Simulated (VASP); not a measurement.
# Hf3GeW (P-42_1m) in VASP: single point with PBE

Aim: the single point of Hf3GeW with PBE.

Everything below comes from runs of VASP 6.6.1. Logs are shortened: lines on timing, memory, paths and dates and some standing lists are left out, and cuts for length are marked.

**1. The cell of the first run**

Symmetry: P-42_1m, No. 113, tetragonal system. Conventional cell: a = 6.124 Å, b = 6.124 Å, c = 4.571 Å, α = 90.00°, β = 90.00°, γ = 90.00°. Within 3.2 Å of Hf (site symmetry m) lie 2 W at 2.22 Å and 3 Ge at 2.83 to 3.11 Å and 6 Hf at 2.97 to 3.17 Å. Hf (site symmetry -4) has 2 W at 2.29 Å and 4 Hf at 2.97 Å and 4 Ge at 3.07 Å within 3.1 Å. Ge (site symmetry 2mm) has 12 Hf at 2.83 to 3.80 Å and 4 W at 3.69 Å within 3.8 Å. Within 2.9 Å of W (site symmetry -4) lie 6 Hf at 2.22 to 2.29 Å.

The cell was built from a structure type or drawn by symmetry, and may not be a known phase.

**2. Single point, PBE**

File INCAR:

```
PREC = Accurate ; ENCUT = 520
EDIFF = 1E-7 ; ISMEAR = 0
SIGMA = 0.1 ; LREAL = F
LASPH = T ; NELM = 60
ALGO = Fast ; ISIF = 2
LWAVE = F ; LCHARG = T
GGA = PE ; LELF = T
LVHAR = T ; NBANDS = 69
```

File KPOINTS:

```
Automatic mesh
0
Gamma
  4 4 4
```

File POSCAR:

```
Hf3GeW
1.0
    6.1242633200      0.0000000000      0.0000000000
    0.0000000000      6.1242633200      0.0000000000
    0.0000000000      0.0000000000      4.5712641800
Hf Ge W
6 2 2
Direct
    0.2041000100      0.7041000100      0.5655000100
    0.7041000100      0.7958999900      0.4344999900
    0.7958999900      0.2958999900      0.5655000100
    0.2958999900      0.2041000100      0.4344999900
    0.0000000000      0.0000000000      0.0000000000
    0.5000000000      0.5000000000      0.0000000000
    0.0000000000      0.5000000000      0.0479999900
    0.5000000000      0.0000000000      0.9520000100
    0.0000000000      0.0000000000      0.5000000000
    0.5000000000      0.5000000000      0.5000000000
```

Potentials or basis: VASP PAW PBE potentials, release 64 (Hf_pv, Ge_d, W_sv).

Started as:

```console
cat potpaw_PBE.64/Hf_pv/POTCAR potpaw_PBE.64/Ge_d/POTCAR potpaw_PBE.64/W_sv/POTCAR > POTCAR
mpirun -np 1 vasp_std > vasp.out
```

OUTCAR:

```text
PREC = Accurate
   ENCUT = 520
   EDIFF = 1E-7
   ISMEAR = 0
   LREAL = F
   LASPH = T
   NELM = 60
   ISIF = 2
   GGA = PE

 ion  position               nearest neighbor table
   1  0.204  0.704  0.566-   9 2.22  10 2.22   7 2.83   7 2.95   5 2.97   6 2.97   8 3.11   4 3.17
                             2 3.17   4 3.17   2 3.17   6 3.40   5 3.40   3 3.54
   2  0.704  0.796  0.434-   9 2.22  10 2.22   8 2.83   8 2.95   6 2.97   5 2.97   7 3.11   1 3.17
                             3 3.17   3 3.17   1 3.17   6 3.40   5 3.40   4 3.54
   3  0.796  0.296  0.566-   9 2.22  10 2.22   7 2.83   7 2.95   5 2.97   6 2.97   8 3.11   4 3.17
                             2 3.17   2 3.17   4 3.17   6 3.40   5 3.40   1 3.54
   4  0.296  0.204  0.434-   9 2.22  10 2.22   8 2.83   8 2.95   6 2.97   5 2.97   7 3.11   1 3.17
                             3 3.17   1 3.17   3 3.17   6 3.40   5 3.40   2 3.54
   5  0.000  0.000  0.000-   9 2.29   9 2.29   3 2.97   4 2.97   1 2.97   2 2.97   7 3.07   8 3.07
                             7 3.07   8 3.07   4 3.40   3 3.40   1 3.40   2 3.40
   6  0.500  0.500  0.000-  10 2.29  10 2.29   3 2.97   4 2.97   1 2.97   2 2.97   7 3.07   8 3.07
                             8 3.07   7 3.07   4 3.40   3 3.40   1 3.40   2 3.40
   7  0.000  0.500  0.048-   1 2.83   3 2.83   1 2.95   3 2.95   5 3.07   6 3.07   5 3.07   6 3.07
                             2 3.11   4 3.11
   8  0.500  0.000  0.952-   2 2.83   4 2.83   2 2.95   4 2.95   5 3.07   6 3.07   6 3.07   5 3.07
                             3 3.11   1 3.11
   9  0.000  0.000  0.500-   1 2.22   2 2.22   3 2.22   4 2.22   5 2.29   5 2.29
  10  0.500  0.500  0.500-   1 2.22   2 2.22   3 2.22   4 2.22   6 2.29   6 2.29

  LATTYP: Found a simple tetragonal cell.
 ALAT       =     6.1242633200
 C/A-ratio  =     0.7464186207

  Lattice vectors:

 A1 = (   6.1242633200,   0.0000000000,   0.0000000000)
 A2 = (   0.0000000000,   6.1242633200,   0.0000000000)
 A3 = (   0.0000000000,   0.0000000000,   4.5712641800)

Analysis of symmetry for initial positions (statically):
=====================================================================
 Subroutine PRICEL returns:
 Original cell was already a primitive cell.

 Routine SETGRP: Setting up the symmetry group for a
 simple tetragonal supercell.

 Subroutine GETGRP returns: Found  8 space group operations
 (whereof  4 operations were pure point group operations)
 out of a pool of 16 trial point group operations.

The static configuration has the point symmetry S_4 .
 The point group associated with its full space group is D_2d.

Analysis of symmetry for dynamics (positions and initial velocities):
=====================================================================
 Subroutine PRICEL returns:
 Original cell was already a primitive cell.

 Routine SETGRP: Setting up the symmetry group for a
 simple tetragonal supercell.

 Subroutine GETGRP returns: Found  8 space group operations
[... 130 lines left out ...]
   IALGO  =     68    algorithm
   IMIX   =      4    mixing-type and parameters
     AMIX     =   0.40;   BMIX     =  1.00
     AMIX_MAG =   1.60;   BMIX_MAG =  1.00
  volume/ion in A,a.u.               =      17.15       115.70
  Fermi-wavevector in a.u.,A,eV,Ry     =   1.437185  2.715887 28.102862  2.065502
  Thomas-Fermi vector in A             =   2.556291
   LORBIT       =      0    0 simple, 1 ext, 2 COOP (PROOUT), +10 PAW based schemes
   GGA     = PE    functional components
   LHFCALC =     F    Hartree Fock is set to
   AEXX    =    0.0000 exact exchange contribution
   IVDW    =     0    specifies the selected vdW correction
   LEPSILON=     F    determine dielectric tensor
   LRPA    =     F    only Hartree local field effects (RPA)
 non-spin polarized calculation
 RMM-DIIS sequential band-by-band and
 Gauss-broadening in eV      SIGMA  =   0.10
  energy-cutoff  :      520.00
  volume of cell :      171.45
 maximum number of plane-waves:      4640
 NGX is ok and might be reduce to    48
   NGX = 23   NGY = 23   NGZ = 17

 number of electron     116.0000001 magnetization

 Free energy of the ion-electron system (eV)
  ---------------------------------------------------
  ext. energy  EPLUGINS =         0.00000000
  ---------------------------------------------------
  free energy    TOTEN  =       -74.68378126 eV

  energy without entropy =      -74.64431594  energy(sigma->0) =      -74.66404860

 E-fermi :   7.5405     XC(G=0): -12.2956

 val. band max:        7.5248816187   @ k =   0.2500   0.2500   0.2500
 cond. band min:       7.5632673465   @ k =   0.2500   0.2500   0.0000
 fundamental gap:      0.0383857278
 Fermi energy:         7.5404708620

 k-point     1 :       0.0000    0.0000    0.0000
  band No.  band energies     occupation
      1     -65.4568      2.00000
      2     -65.4301      2.00000
      3     -31.1034      2.00000
      4     -31.1034      2.00000
      5     -30.9145      2.00000
      6     -30.8981      2.00000
[... 1285 lines left out ...]
     68      10.4589      0.00000
     69      10.6590      0.00000

------------------------ aborting loop because EDIFF is reached ----------------------------------------

  FORCE on cell =-STRESS in cart. coord.  units (eV):
  Direction    XX          YY          ZZ          XY          YZ          ZX
  --------------------------------------------------------------------------------------
  -------------------------------------------------------------------------------------
  Total       72.4869233     72.4869233     66.4371167      0.0000000      0.0000000      0.0000000
  in kB      677.3704040    677.3704040    620.8366225      0.0000000      0.0000000      0.0000000
  external PRESSURE =     658.5258102 kB  Pullay stress =       0.0000000 kB

 VOLUME and BASIS-vectors are now :
 -----------------------------------------------------------------------------
  energy-cutoff  :      520.00
  volume of cell :      171.45
      direct lattice vectors                 reciprocal lattice vectors
     6.124263320  0.000000000  0.000000000     0.163284945  0.000000000  0.000000000
     0.000000000  6.124263320  0.000000000     0.000000000  0.163284945  0.000000000
     0.000000000  0.000000000  4.571264180     0.000000000  0.000000000  0.218757867

 POSITION                                       TOTAL-FORCE (eV/Angst)
 -----------------------------------------------------------------------------------
      1.24996      4.31209      2.58505        -2.141997     -2.141997      0.798305
      4.31209      4.87430      1.98621        -2.141997      2.141997     -0.798305
      4.87430      1.81217      2.58505         2.141997      2.141997      0.798305
      1.81217      1.24996      1.98621         2.141997     -2.141997     -0.798305
      0.00000      0.00000      0.00000        -0.000000     -0.000000      0.000000
      3.06213      3.06213      0.00000        -0.000000     -0.000000      0.000000
      0.00000      3.06213      0.21942        -0.000000     -0.000000      0.294996
      3.06213      0.00000      4.35184        -0.000000     -0.000000     -0.294996
      0.00000      0.00000      2.28563        -0.000000     -0.000000      0.000000
      3.06213      3.06213      2.28563        -0.000000     -0.000000      0.000000
 -----------------------------------------------------------------------------------
    total drift:                               -0.000000     -0.000000      0.000000

  FREE ENERGIE OF THE ION-ELECTRON SYSTEM (eV)
  ---------------------------------------------------
  free  energy   TOTEN  =       -74.6837812635 eV

  energy  without entropy=      -74.6443159434  energy(sigma->0) =      -74.66404860
```

OSZICAR:

```text
N       E                     dE             d eps       ncg     rms          rms(c)
DAV:   1     0.139097944584E+04    0.13910E+04   -0.60522E+04  3344   0.296E+03
DAV:   2     0.131419239802E+03   -0.12596E+04   -0.12172E+04  2556   0.874E+02
DAV:   3    -0.646582650302E+02   -0.19608E+03   -0.18679E+03  2822   0.203E+02
[... 36 lines left out ...]
RMM:  40    -0.746837808154E+02   -0.18052E-06   -0.20606E-06  1550   0.154E-03    0.176E-03
RMM:  41    -0.746837809717E+02   -0.15628E-06   -0.16103E-06  1469   0.152E-03    0.173E-03
RMM:  42    -0.746837810911E+02   -0.11941E-06   -0.12626E-06  1343   0.149E-03    0.181E-03
RMM:  43    -0.746837811839E+02   -0.92752E-07   -0.10065E-06  1376   0.177E-03    0.192E-03
RMM:  44    -0.746837812635E+02   -0.79612E-07   -0.90470E-07  1464   0.199E-03
   1 F= -.74683781E+02 E0= -.74664049E+02  d E =-.394653E-01
```

stdout:

```text
POSCAR found type information on POSCAR HfGeW
 POSCAR found :  3 types and      10 ions
[... 24 lines left out ...]
 num prob  num prob  num prob  num prob  num prob  num prob  num prob  num prob  num prob  num prob  num prob  num prob  num prob  num prob  num prob  num prob  num prob  num prob  num prob  num prob  num prob  num prob  num prob  num prob  num prob  num prob  num prob  num prob  num prob  num prob  num prob  num prob  num prob  num prob  num prob  num prob  num prob  num prob  num prob  num prob  num prob  num prob  num prob  num prob  num prob  num prob  num prob  num prob  num prob  num prob RMM:  43    -0.746837811839E+02   -0.92752E-07   -0.10065E-06  1376   0.177E-03    0.192E-03
 num prob  num prob  num prob  num prob  num prob  num prob  num prob  num prob  num prob  num prob  num prob  num prob  num prob  num prob  num prob  num prob  num prob  num prob  num prob  num prob  num prob  num prob RMM:  44    -0.746837812635E+02   -0.79612E-07   -0.90470E-07  1464   0.199E-03
```

Run time: 5.2 min. Hardware: 1 thread of Intel Xeon 6975P-C (Granite Rapids), shared host; peak memory 0.38 GiB.

What came out:

```
Free energy            : -74.6838 eV
Pressure               : 65.9 GPa
Largest force          : 3.133 eV/Å
Band gap on the k mesh : zero (bands 58 and 59 overlap by 0.47 eV)
```

Forces in eV/Å, atoms in the order of the input:
```
Hf  -2.142 -2.142  0.798
Hf  -2.142  2.142 -0.798
Hf   2.142  2.142  0.798
Hf   2.142 -2.142 -0.798
Hf   0.000  0.000  0.000
Hf   0.000  0.000  0.000
Ge   0.000  0.000  0.295
Ge   0.000  0.000 -0.295
W    0.000  0.000  0.000
W    0.000  0.000  0.000
```

Caveat: the cell stands under pressure; spin-orbit coupling is left out, which moves the levels of the heavy elements; forces of over 1 eV/Å act on the atoms, so gaps and moduli don't describe the material at rest.
